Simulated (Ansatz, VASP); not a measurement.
**CaSe: VASP beside Ansatz**

```
CELL_PARAMETERS angstrom
5.00560 0.00000 0.00000
-2.50280 4.33497 0.00000
0.00000 0.00000 5.87573
ATOMIC_POSITIONS crystal
Ca 0.33333 0.66667 0.93750
Ca 0.66667 0.33333 0.43750
Se 0.33333 0.66667 0.43750
Se 0.66667 0.33333 0.93750
```

Alike in both runs: task single point; functional PBE; k mesh 6 × 6 × 4; no spin polarisation.

```csv
,VASP,Ansatz
version,VASP 6.6.1,Ansatz 0.2.0
potentials or method,"VASP PAW PBE potentials, release 64 (Ca_sv, Se)","plane waves, PAW"
plane-wave cutoff (eV),520,420
occupations,"gaussian, width 0.01 eV",fixed
valence electrons in the cell,32,52
```

```tsv
	VASP	Ansatz	Ansatz less VASP
gap on the k mesh at the Fermi level (eV)	2.44	2.45	+0.009
pressure (GPa)	0.6	0.5	-0.13
```

VASP's potentials hold 32 valence electrons a cell and Ansatz's 52, so a difference there can come from the potentials and not from the codes. Ansatz's warnings: structure snapped to symmetry.
